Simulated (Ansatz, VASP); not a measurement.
# LaP in VASP and in Ansatz

```xyz
2
Lattice="0.0000 3.0125 2.9824 3.0125 0.0000 2.9824 3.0125 3.0125 0.0000" Properties=species:S:1:pos:R:3 pbc="T T T"
La    0.0000    0.0000    0.0000
P     3.0125    3.0125    2.9824
```

Change from the starting cell: zz strain of -1 %.

Alike in both runs: task single point; functional LDA; k mesh 10 × 10 × 10; occupations fermi-dirac, width 0.03 eV; no spin polarisation.

|  | VASP | Ansatz |
| --- | --- | --- |
| version | VASP 6.6.1 | Ansatz 0.2.0 |
| potentials or method | VASP PAW LDA potentials, release 64 (La, P), cutoff 520 eV | all-electron LAPW, scalar-relativistic |

|  | VASP | Ansatz | Ansatz less VASP |
| --- | --- | --- | --- |
| pressure (GPa) | -2.5 | -2.5 | +0.05 |
| traceless stress, the component that is largest in VASP (GPa) | 0.94 | 0.94 | +0.002 |

LDA's correlation is that of Perdew and Zunger in VASP and of Perdew and Wang (1992) in Ansatz. Ansatz ran all-electron here, and VASP with PAW potentials.

Spin-orbit coupling is off throughout.
